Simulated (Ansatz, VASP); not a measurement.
## Si2Ni: VASP beside Ansatz

Contents of INCAR:

```
SYSTEM = Si2Ni
PREC     = Accurate       ! precision mode
ENCUT    = 690            ! plane-wave cutoff, eV
EDIFF    = 1E-6           ! SCF threshold, eV
ISMEAR   = -1             ! smearing method
SIGMA    = 0.05           ! smearing width, eV
LREAL    = .FALSE.        ! projectors in reciprocal space
LASPH    = .TRUE.         ! aspherical terms in the spheres
NELM     = 200            ! most SCF steps
ALGO     = Normal         ! electronic algorithm
ISIF     = 2              ! what is computed and relaxed
LWAVE    = .FALSE.        ! write WAVECAR
LCHARG   = .TRUE.         ! write CHGCAR
ISPIN    = 2              ! spin polarisation
MAGMOM   = 1.2 0 0        ! initial moments
LORBIT   = 11             ! projections on sites
NUPDOWN  = 1.2            ! fixed moment
LMAXMIX  = 4              ! l up to which the mixer works
GGA      = PS             ! functional
LELF     = .TRUE.         ! ELF
LVHAR    = .TRUE.       
NBANDS   = 24             ! bands
GGA_COMPAT= .FALSE.
```

The input KPOINTS:

```
regular mesh
0
G
  7 7 7
  0 0 0
```

Contents of POSCAR:

```
Si2Ni
1.0
    0.0000000000      2.7030000000      2.7030000000
    2.7030000000      0.0000000000      2.7030000000
    2.7030000000      2.7030000000      0.0000000000
Ni Si
1 2
Direct
    0.0000000000      0.0000000000      0.0000000000
    0.7500000000      0.7500000000      0.7500000000
    0.2500000000      0.2500000000      0.2500000000
```

Contents of input.yaml:

```yaml
crystal:
  lattice:
    - [0.0, 2.703, 2.703]
    - [2.703, 0.0, 2.703]
    - [2.703, 2.703, 0.0]
  atoms:
    - { symbol: Ni, position: [0.0, 0.0, 0.0], spin: 1.2 }
    - { symbol: Si, position: [0.75, 0.75, 0.75] }
    - { symbol: Si, position: [0.25, 0.25, 0.25] }
hamiltonian:
  xc: pbesol
  pseudopotentials: { kind: paw }
magnetization:
  spin_polarized: true
  initial_magnetization: 1.2
  spin_locking: { lock_magnetization: hard }
kpoints:
  mp_grid: { grid: [7, 7, 7] }
scf:
  occupations: { method: fermi_dirac, width: 0.05 }
  lower_state_search: "off"
output:
  forces: true
  stress: true
  eigenvalues: true
```

Alike in both runs: task single point; functional PBEsol; k mesh 7 × 7 × 7; occupations fermi-dirac, width 0.05 eV; collinear spin; fixed moment 1.2 μB.

```csv
,VASP,Ansatz
version,VASP 6.6.1,Ansatz 0.2.0
potentials or method,"VASP PAW PBE potentials, release 64 (Ni_sv_GW, Si)",Ansatz PAW
plane-wave cutoff (eV),690,420
valence electrons in the cell,26,26
```

```tsv
	VASP	Ansatz	Ansatz less VASP
pressure (GPa)	3.5	3.8	+0.23
net moment per atom (μB)	0.40	0.40	0.000
size of the moment on the site where the two differ most (μB)	0.15	0.17	+0.017
```

VASP's potentials were made for PBE, not for PBEsol. Site moments also hang on the region over which each program counts them. The functional is the same, so the differences come from potentials, cutoffs and numerics.
